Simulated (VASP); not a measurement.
# AlN (I-4m2) in VASP: dielectric tensor with r2SCAN

Aim: the dielectric tensor of AlN with r2SCAN.

All numbers are computed with VASP 6.6.1; they aren't measurements. Logs are shortened: lines on timing, memory, paths and dates and some standing lists are left out, and cuts for length are marked.

### 1 The cell of the first run

The structure is tetragonal, space group I-4m2 (No. 119). The conventional cell has a = 3.121 Å, b = 3.121 Å, c = 4.323 Å, α = 90.00°, β = 90.00°, γ = 90.00°. Within 2.5 Å of Al (site symmetry -4m2) lie 4 N at 1.90 Å. Within 2.5 Å of N (site symmetry -4m2) lie 4 Al at 1.90 Å.

### 2 Dielectric tensor, r2SCAN (epitaxial xy strain +1.0%)

INCAR

```
SYSTEM = AlN
PREC     = Accurate       ! precision mode
ENCUT    = 520            ! plane-wave cutoff, eV
EDIFF    = 1E-8           ! SCF threshold, eV
ISMEAR   = 0              ! smearing method
SIGMA    = 0.01           ! smearing width, eV
LREAL    = .False.        ! projectors in reciprocal space
LASPH    = .True.         ! aspherical terms in the spheres
NELM     = 100            ! most SCF steps
ALGO     = Normal         ! electronic algorithm
ISIF     = 2              ! what is computed and relaxed
LWAVE    = .False.        ! write WAVECAR
LCHARG   = .False.        ! write CHGCAR
METAGGA  = R2SCAN         ! meta-GGA
LMIXTAU  = .True.       
LCALCEPS = .True.
```

KPOINTS

```
regular mesh
0
Gamma
  8 8 8
  0 0 0
```

POSCAR

```
AlN
1.0
    0.0000000000      2.2067251766      2.1614008355
    2.2067251766      0.0000000000      2.1614008355
    2.2067251766      2.2067251766      0.0000000000
Al N
1 1
Direct
    0.0000000000      0.0000000000      0.0000000000
    0.2500000000      0.2500000000      0.2500000000
```

Potentials or basis: VASP PAW PBE potentials, release 64 (Al, N).

The run is started by

```console
$ cat potpaw_PBE.64/Al/POTCAR potpaw_PBE.64/N/POTCAR > POTCAR
$ mpirun -np 1 vasp_std > vasp.out
```

OUTCAR:

```text
SYSTEM = AlN
   PREC = Accurate
   ENCUT = 520
   EDIFF = 1E-8
   ISMEAR = 0
   LREAL = .False.
   LASPH = .True.
   NELM = 100
   ISIF = 2
   METAGGA = R2SCAN

 ion  position               nearest neighbor table
   1  0.000  0.000  0.000-   2 1.90   2 1.90   2 1.90   2 1.90
   2  0.250  0.250  0.250-   1 1.90   1 1.90   1 1.90   1 1.90

  LATTYP: Found a body centered tetragonal cell.
 ALAT       =     3.1207806732
 C/A-ratio  =     1.3851667655

  Lattice vectors:

 A1 = (   0.0000000000,  -2.2067251766,  -2.1614008355)
 A2 = (   0.0000000000,   2.2067251766,  -2.1614008355)
 A3 = (   2.2067251766,   0.0000000000,   2.1614008355)

Analysis of symmetry for initial positions (statically):
=====================================================================
 Subroutine PRICEL returns:
 Original cell was already a primitive cell.

 Routine SETGRP: Setting up the symmetry group for a
 body centered tetragonal supercell.

 Subroutine GETGRP returns: Found  8 space group operations
 (whereof  8 operations were pure point group operations)
 out of a pool of 16 trial point group operations.

The static configuration has the point symmetry D_2d.

Analysis of symmetry for dynamics (positions and initial velocities):
=====================================================================
 Subroutine PRICEL returns:
 Original cell was already a primitive cell.

 Routine SETGRP: Setting up the symmetry group for a
 body centered tetragonal supercell.

 Subroutine GETGRP returns: Found  8 space group operations
 (whereof  8 operations were pure point group operations)
 out of a pool of 16 trial point group operations.

The dynamic configuration has the point symmetry D_2d.

 Subroutine INISYM returns: Found  8 space group operations
 (whereof  8 operations are pure point group operations),
 and found     1 'primitive' translations

----------------------------------------------------------------------------------------

                                     Primitive cell

  volume of cell :      21.0505

  direct lattice vectors                    reciprocal lattice vectors
     0.000000000  2.206725177  2.161400835    -0.226580095  0.226580095  0.231331455
     2.206725177  0.000000000  2.161400835     0.226580095 -0.226580095  0.231331455
     2.206725177  2.206725177  0.000000000     0.226580095  0.226580095 -0.231331455

  length of vectors
     3.088897793  3.088897793  3.120780673     0.395210477  0.395210477  0.395210477

  position of ions in fractional coordinates (direct lattice)
     0.000000000  0.000000000  0.000000000
     0.250000000  0.250000000  0.250000000

  ion indices of the primitive-cell ions
   primitive index   ion index
                 1           1
                 2           2

----------------------------------------------------------------------------------------

 KPOINTS: regular mesh

Automatic generation of k-mesh.
 Grid dimensions read from file:
 generate k-points for:    8    8    8

 Generating k-lattice:

  Cartesian coordinates                     Fractional coordinates (reciprocal lattice)
    -0.028322512  0.028322512  0.028916432     0.125000000  0.000000000  0.000000000
     0.028322512 -0.028322512  0.028916432     0.000000000  0.125000000  0.000000000
     0.028322512  0.028322512 -0.028916432    -0.000000000 -0.000000000  0.125000000

  Length of vectors
     0.049401310  0.049401310  0.049401310

  Shift w.r.t. Gamma in fractional coordinates (k-lattice)
     0.000000000  0.000000000  0.000000000

 Subroutine IBZKPT returns following result:
 ===========================================

 Found     59 irreducible k-points:

 Following reciprocal coordinates:
            Coordinates               Weight
  0.000000  0.000000  0.000000      1.000000
  0.125000  0.000000  0.000000      8.000000
  0.250000  0.000000  0.000000      8.000000
  0.375000  0.000000  0.000000      8.000000
  0.500000  0.000000  0.000000      4.000000
  0.125000  0.125000  0.000000      2.000000
[... 16 lines left out ...]
  0.250000  0.000000  0.125000     16.000000
  0.375000  0.000000  0.125000     16.000000
 [... further k-points ...]
   k-points           NKPTS =     59   k-points in BZ     NKDIM =     59   number of bands    NBANDS=      8
   number of dos      NEDOS =    301   number of ions     NIONS =      2
   total plane-waves  NPLWV =  13824
   dimension x,y,z NGX =    24 NGY =   24 NGZ =   24
   dimension x,y,z NGXF=    48 NGYF=   48 NGZF=   48
   ions per type =               1   1
   NGX,Y,Z   is equivalent  to a cutoff of  12.92, 12.92, 12.78 a.u.
   NGXF,Y,Z  is equivalent  to a cutoff of  25.83, 25.83, 25.57 a.u.
 SYSTEM =  AlN
   PREC   = accura    normal or accurate (medium, high low for compatibility)
   ISTART =      0    job   : 0-new  1-cont  2-samecut
   ICHARG =      2    charge: 1-file 2-atom 10-const
   ISPIN  =      1    spin polarized calculation?
   LNONCOLLINEAR =      F non collinear calculations
   LSORBIT =      F    spin-orbit coupling
   LASPH  =      T    aspherical Exc in radial PAW
   ENCUT  =  520.0 eV  38.22 Ry    6.18 a.u.   5.74  5.74  5.80*2*pi/ulx,y,z
   NELM   =    100;   NELMIN=  2; NELMDL= -5     # of ELM steps
   EDIFF  = 0.1E-07   stopping-criterion for ELM
   LREAL  =      F    real-space projection
   EDIFFG = 0.1E-06   stopping-criterion for IOM
   NSW    =      0    number of steps for IOM
   IBRION =     -1    ionic relax: 0-MD 1-quasi-New 2-CG
   NFREE  =      0    steps in history (QN), initial steepest desc. (CG)
   ISIF   =      2    stress and relaxation
   ISYM   =      2    0-nonsym 1-usesym 2-fastsym
   POTIM  = 0.5000    time-step for ionic-motion
   TEBEG  =    0.0;   TEEND  =   0.0 temperature during run
   PSTRESS=    0.0 pullay stress
   NELECT =       8.0000    total number of electrons
   NUPDOWN=      -1.0000    fix difference up-down
   EMIN   =  10.00;   EMAX   =-10.00  energy-range for DOS
   EFERMI =   0.00;   METHOD = LEGACY
   ISMEAR =     0;   SIGMA  =   0.01  broadening in eV -4-tet -1-fermi 0-gaus
   EFERMI_NEDOS =   21; number of points for ismear=-14 and -15
   IALGO  =     38    algorithm
   IMIX   =      4    mixing-type and parameters
     AMIX     =   0.40;   BMIX     =  1.00
     AMIX_MAG =   1.60;   BMIX_MAG =  1.00
  volume/ion in A,a.u.               =      10.53        71.03
  Fermi-wavevector in a.u.,A,eV,Ry     =   1.185817  2.240869 19.131985  1.406161
  Thomas-Fermi vector in A             =   2.322002
   LORBIT       =      0    0 simple, 1 ext, 2 COOP (PROOUT), +10 PAW based schemes
   METAGGA = R2SCAN    functional components
   LHFCALC =     F    Hartree Fock is set to
   AEXX    =    0.0000 exact exchange contribution
   IVDW    =     0    specifies the selected vdW correction
   LEPSILON=     F    determine dielectric tensor
   LRPA    =     F    only Hartree local field effects (RPA)
   LRPA       =     F
 non-spin polarized calculation
 Gauss-broadening in eV      SIGMA  =   0.01
  energy-cutoff  :      520.00
  volume of cell :       21.05
 maximum number of plane-waves:       580
   NGX = 11   NGY = 11   NGZ = 11

 number of electron       8.0000000 magnetization

 Free energy of the ion-electron system (eV)
  ---------------------------------------------------
  ext. energy  EPLUGINS =         0.00000000
  ---------------------------------------------------
  free energy    TOTEN  =       -19.17561566 eV

  energy without entropy =      -19.17561566  energy(sigma->0) =      -19.17561566

 E-fermi :   5.7000     XC(G=0): -11.3721

 val. band max:        5.6561024958   @ k =   0.0000   0.0000   0.0000
 cond. band min:   10000.0000000000   @ k =   0.0000   0.0000   0.0000
 fundamental gap:   9994.3438975042
 Fermi energy:         5.7000422692

 k-point     1 :       0.0000    0.0000    0.0000
  band No.  band energies     occupation
      1     -10.0835      2.00000
      2       5.5712      2.00000
      3       5.5715      2.00000
      4       5.6561      2.00000
      5   10000.0000      0.00000
      6   10000.0000      0.00000
      7   10000.0000      0.00000
      8   10000.0000      0.00000

 k-point     2 :       0.1250    0.0000    0.0000
  band No.  band energies     occupation
      1      -9.8589      2.00000
      2       4.4299      2.00000
      3       5.4824      2.00000
      4       5.5586      2.00000
      5   10000.0000      0.00000
      6   10000.0000      0.00000
      7   10000.0000      0.00000
      8   10000.0000      0.00000

 k-point     3 :       0.2500    0.0000    0.0000
  band No.  band energies     occupation
      1      -9.2467      2.00000
      2       2.3318      2.00000
      3       5.2818      2.00000
      4       5.4007      2.00000
      5   10000.0000      0.00000
      6   10000.0000      0.00000
      7   10000.0000      0.00000
      8   10000.0000      0.00000

 k-point     4 :       0.3750    0.0000    0.0000
  band No.  band energies     occupation
      1      -8.4865      2.00000
      2       0.5086      2.00000
      3       5.0980      2.00000
      4       5.2567      2.00000
      5   10000.0000      0.00000
      6   10000.0000      0.00000
      7   10000.0000      0.00000
      8   10000.0000      0.00000

 k-point     5 :       0.5000    0.0000    0.0000
  band No.  band energies     occupation
      1      -8.1000      2.00000
      2      -0.2537      2.00000
      3       5.0261      2.00000
      4       5.2006      2.00000
      5   10000.0000      0.00000
      6   10000.0000      0.00000
      7   10000.0000      0.00000
      8   10000.0000      0.00000
[... 177 lines left out ...]
 k-point    22 :       0.1250    0.0000    0.1250
  band No.  band energies     occupation
      1      -9.7884      2.00000
      2       4.4618      2.00000
      3       5.2744      2.00000
      4       5.3419      2.00000
      5   10000.0000      0.00000
      6   10000.0000      0.00000
      7   10000.0000      0.00000
      8   10000.0000      0.00000

 k-point    23 :       0.2500    0.0000    0.1250
  band No.  band energies     occupation
      1      -9.3085      2.00000
      2       2.9387      2.00000
      3       5.0230      2.00000
      4       5.1162      2.00000
      5   10000.0000      0.00000
      6   10000.0000      0.00000
      7   10000.0000      0.00000
      8   10000.0000      0.00000

 k-point    24 :       0.3750    0.0000    0.1250
  band No.  band energies     occupation
      1      -8.5863      2.00000
      2       1.1677      2.00000
      3       4.7302      2.00000
      4       4.9087      2.00000
      5   10000.0000      0.00000
      6   10000.0000      0.00000
      7   10000.0000      0.00000
      8   10000.0000      0.00000

 [... further k-points ...]

------------------------ aborting loop because EDIFF is reached ----------------------------------------

            Ionic dipole moment: p[ion]=(     5.51681     5.51681     5.40350 ) |e| Angst

 Total electronic dipole moment: p[elc]=(     0.00021     0.00021     0.00401 ) |e| Angst

 MACROSCOPIC STATIC DIELECTRIC TENSOR (including local field effects)
 ------------------------------------------------------
           4.255138    -0.000000     0.000000
           0.000000     4.255138     0.000000
           0.000000     0.000000     4.267088
 ------------------------------------------------------

 PIEZOELECTRIC TENSOR (including local field effects) (e Angst)
          XX          YY          ZZ          XY          YZ          ZX
  --------------------------------------------------------------------------------
  x     0.00000     0.00000     0.00000     0.00000    -0.78544     0.00000
  y     0.00000     0.00000     0.00000     0.00000    -0.00000    -0.78544
  z     0.00000     0.00000     0.00000    -0.78464     0.00000     0.00000

 PIEZOELECTRIC TENSOR (including local field effects) (C/m^2)
          XX          YY          ZZ          XY          YZ          ZX
  --------------------------------------------------------------------------------
  x     0.00000     0.00000     0.00000     0.00000    -0.59781     0.00000
  y     0.00000     0.00000     0.00000     0.00000    -0.00000    -0.59781
  z     0.00000     0.00000     0.00000    -0.59720     0.00000     0.00000

 BORN EFFECTIVE CHARGES (including local field effects) (in |e|, cummulative output)
 ---------------------------------------------------------------------------------
 ion    1
    1     2.52480     0.00000    -0.00000
    2     0.00000     2.52480     0.00000
    3     0.00000     0.00000     2.51340
 ion    2
    1    -2.52480    -0.00000     0.00000
    2     0.00000    -2.52480     0.00000
    3     0.00000     0.00000    -2.51340

  FORCE on cell =-STRESS in cart. coord.  units (eV):
  Direction    XX          YY          ZZ          XY          YZ          ZX
  --------------------------------------------------------------------------------------
  -------------------------------------------------------------------------------------
  Total       -0.4284902     -0.4284902     -0.0514116      0.0000000      0.0000000      0.0000000
  in kB      -32.6129181    -32.6129181     -3.9130012      0.0000000      0.0000000      0.0000000
  external PRESSURE =     -23.0462791 kB  Pullay stress =       0.0000000 kB

 VOLUME and BASIS-vectors are now :
 -----------------------------------------------------------------------------
  energy-cutoff  :      520.00
  volume of cell :       21.05
      direct lattice vectors                 reciprocal lattice vectors
     0.000000000  2.206725177  2.161400835    -0.226580095  0.226580095  0.231331455
     2.206725177  0.000000000  2.161400835     0.226580095 -0.226580095  0.231331455
     2.206725177  2.206725177  0.000000000     0.226580095  0.226580095 -0.231331455

 POSITION                                       TOTAL-FORCE (eV/Angst)
 -----------------------------------------------------------------------------------
      0.00000      0.00000      0.00000        -0.000000     -0.000000      0.000000
      1.10336      1.10336      1.08070         0.000000      0.000000      0.000000
 -----------------------------------------------------------------------------------
    total drift:                               -0.000001     -0.000001      0.000001

  FREE ENERGIE OF THE ION-ELECTRON SYSTEM (eV)
  ---------------------------------------------------
  free  energy   TOTEN  =       -19.1756156589 eV

  energy  without entropy=      -19.1756156589  energy(sigma->0) =      -19.17561566
```

Run time: 22 min. Hardware: 1 thread of Intel Xeon 8259CL, shared host; peak memory 0.3 GiB.

Results:

```
Band gap on the k mesh                  : 3.81 eV (least direct gap 4.74 eV)
Electronic dielectric tensor (diagonal) : 4.26, 4.26, 4.27
Born charges (mean of the diagonal)     : Al +2.52; N -2.52 e
```

Levels at points of the mesh, in eV from the valence-band top:
| k point | band 2 | band 3 | band 4 | band 5 | band 6 | band 7 |
| --- | --- | --- | --- | --- | --- | --- |
| (0.00, 0.00, 0.00) | -0.08 | -0.08 | 0.00 | 4.74 | 13.34 | 13.37 |
| (0.50, 0.00, 0.00) | -5.91 | -0.63 | -0.46 | 8.04 | 10.69 | 11.63 |
| (0.50, 0.50, 0.00) | -4.84 | -1.97 | -1.97 | 3.81 | 9.13 | 15.25 |
| (0.50, 0.00, 0.50) | -5.04 | -1.80 | -1.79 | 3.90 | 9.46 | 14.86 |

Electronic dielectric tensor:
```
4.26 0.00 0.00
0.00 4.26 0.00
0.00 0.00 4.27
```

Born effective charge tensors (e):
atom 1, Al
```
2.52 0.00 0.00
0.00 2.52 0.00
0.00 0.00 2.51
```
atom 2, N
```
-2.52  0.00  0.00
 0.00 -2.52  0.00
 0.00  0.00 -2.51
```

Dipole moments of the cell (e·Å, modulo the quantum): ionic 5.517, 5.517, 5.404; electronic 0.000, 0.000, 0.004

Caveat: the cell differs from its parent crystal (epitaxial xy strain +1.0%); the structure was generated, so it needn't be the stable form of AlN; the PAW data sets were made with another functional, which shifts forces and pressure a little.

The gap in the log of VASP goes by the Fermi energy; the results here count the filled bands.